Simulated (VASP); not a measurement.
Input of a VASP 6.6.1 run:

Contents of INCAR:

```
PREC     = Accurate       # precision mode
ENCUT    = 520            # plane-wave cutoff, eV
EDIFF    = 1E-6           # SCF threshold, eV
ISMEAR   = 0              # smearing method
SIGMA    = 0.01           # smearing width, eV
LREAL    = False          # projectors in reciprocal space
LASPH    = True           # aspherical terms in the spheres
NELM     = 100            # most SCF steps
ALGO     = Normal         # electronic algorithm
ISIF     = 2              # what is computed and relaxed
LWAVE    = False          # write WAVECAR
LCHARG   = False          # write CHGCAR
GGA      = PS             # functional
NBANDS   = 11             # bands
```

Contents of KPOINTS:

```
regular mesh
0
Gamma
  8 8 8
```

The input POSCAR:

```
BeTe
1.0
    0.0000000000      2.6851166592      2.6851166592
    2.6851166592      0.0000000000      2.6851166592
    2.6851166592      2.6851166592      0.0000000000
Be Te
1 1
Direct
    0.0000000000      0.0000000000      0.0000000000
    0.7500000000      0.7500000000      0.7500000000
```

Potentials or basis: VASP PAW PBE potentials, release 64 (Be, Te).

Run with:

```console
$ cat potpaw_PBE.64/Be/POTCAR potpaw_PBE.64/Te/POTCAR > POTCAR
$ mpirun -np 1 vasp_std > vasp.out
```

Task: Predict the band gap on the k mesh.

Result: 1.47 eV, indirect (least direct gap 3.45 eV).

Task: Estimate the pressure.

Result: 10.4 GPa.

Caveat: the PAW data sets were made with another functional, which shifts forces and pressure a little; spin-orbit coupling is left out, which moves the levels of the heavy elements. A k mesh can miss the band edges.
